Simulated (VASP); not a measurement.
**GaP: single point with r2SCAN**

Crystal: GaP.

```
Ga P
1.0
     0.00000    2.63411    2.72541
     2.63411    0.00000    2.72541
     2.63411    2.63411    0.00000
Ga P
1 1
Direct
  0.00000 0.00000 0.00000
  0.25000 0.25000 0.25000
```

This cell differs from its parent crystal: biaxial xy strain -3.4%.

| Quantity | Value |
| --- | --- |
| Program | VASP 6.6.1 |
| Task | single point |
| Functional | r2SCAN |
| Potentials or basis | VASP PAW PBE potentials, release 64 (Ga_d, P) |
| Cutoff | 520 eV |
| k mesh | 8 × 8 × 8 |
| Occupations | gaussian, width 0.01 eV |
| Spin | no spin polarisation |
| Dipole correction | no |
| Further INCAR settings | ALGO = Normal; EDIFF = 1e-07; NBANDS = 16 |

```yaml
Pressure: 6.9 GPa
Band_gap_on_the_k_mesh: 1.60 eV, indirect (least direct gap 2.87 eV)
```

Stress tensor (GPa, compression positive):
```
7.88 0.00 0.00
0.00 7.88 0.00
0.00 0.00 4.90
```

Levels at points of the mesh, in eV from the valence-band top:
| k point | band 5 | band 6 | band 7 | band 8 | band 9 | band 10 | band 11 | band 12 | band 13 | band 14 |
| --- | --- | --- | --- | --- | --- | --- | --- | --- | --- | --- |
| (0.00, 0.00, 0.00) | -15.06 | -13.65 | -0.23 | 0.00 | 0.00 | 2.87 | 4.07 | 4.07 | 4.15 | 9.68 |
| (0.50, 0.00, 0.00) | -15.05 | -11.24 | -7.34 | -1.51 | -1.19 | 2.15 | 4.85 | 5.10 | 8.91 | 12.07 |
| (0.50, 0.50, 0.00) | -15.04 | -10.33 | -7.55 | -2.95 | -2.95 | 1.88 | 2.19 | 11.83 | 11.83 | 12.39 |
| (0.50, 0.00, 0.50) | -15.03 | -10.15 | -7.29 | -3.23 | -3.20 | 1.60 | 1.84 | 11.62 | 11.76 | 12.70 |

Wall time 79 s on 1 thread of Intel(R) Xeon(R) Platinum 8559C (Emerald Rapids), with other jobs on the host, peak memory 0.18 GiB.

Caveat: the cell differs from its parent crystal (biaxial xy strain -3.4%); the PAW data sets were made with another functional, which shifts forces and pressure a little. A k mesh can miss the band edges.
